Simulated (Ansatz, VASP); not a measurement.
SnS2 in VASP and in Ansatz

File INCAR:

```
PREC = Accurate ; ENCUT = 500
EDIFF = 1E-6 ; ISMEAR = 0
SIGMA = 0.01 ; LREAL = F
LASPH = T ; NELM = 120
ALGO = Normal ; ISIF = 2
LWAVE = F ; LCHARG = F
GGA = PE ; NBANDS = 20
GGA_COMPAT = F
```

The input KPOINTS:

```
regular mesh
0
Gamma
  6 6 2
```

POSCAR

```
SnS2
1.0
    3.6390000000      0.0000000000      0.0000000000
   -1.8195000000      3.1514664400      0.0000000000
    0.0000000000      0.0000000000      5.8680000000
Sn S
1 2
Direct
    0.0000000000      0.0000000000      0.0000000000
    0.3333333300      0.6666666700      0.2500000000
    0.6666666700      0.3333333300      0.7500000000
```

Input for Ansatz:

```yaml
crystal:
  lattice:
    - [3.639, 0.0, 0.0]
    - [-1.8195, 3.15146644, 0.0]
    - [0.0, 0.0, 5.868]
  atoms:
    - { symbol: Sn, position: [0.0, 0.0, 0.0] }
    - { symbol: S, position: [0.33333333000000004, 0.66666667, 0.25] }
    - { symbol: S, position: [0.66666667, 0.33333333, 0.7499999999999999] }
basis:
  ecutwfc: 571.4391111657479
kpoints:
  mp_grid:
    grid: [6, 6, 2]
hamiltonian:
  xc: pbe
scf:
  occupations:
    method: fixed
output:
  eigenvalues: true
```

Alike in both runs: task single point; functional PBE; k mesh 6 × 6 × 2; no spin polarisation.

|  | VASP | Ansatz |
| --- | --- | --- |
| version | VASP 6.6.1 | Ansatz 0.2.0 |
| potentials or method | VASP PAW PBE potentials, release 64 (Sn_d, S), cutoff 500 eV | plane waves, PAW |
| occupations | gaussian, width 0.01 eV | fixed |
| valence electrons in the cell | 26 | 26 |

```csv
,VASP,Ansatz,Ansatz less VASP
gap on the k mesh at the Fermi level (eV),1.52,1.51,-0.012
```

The k mesh is coarse, so the values compare programs but aren't converged.
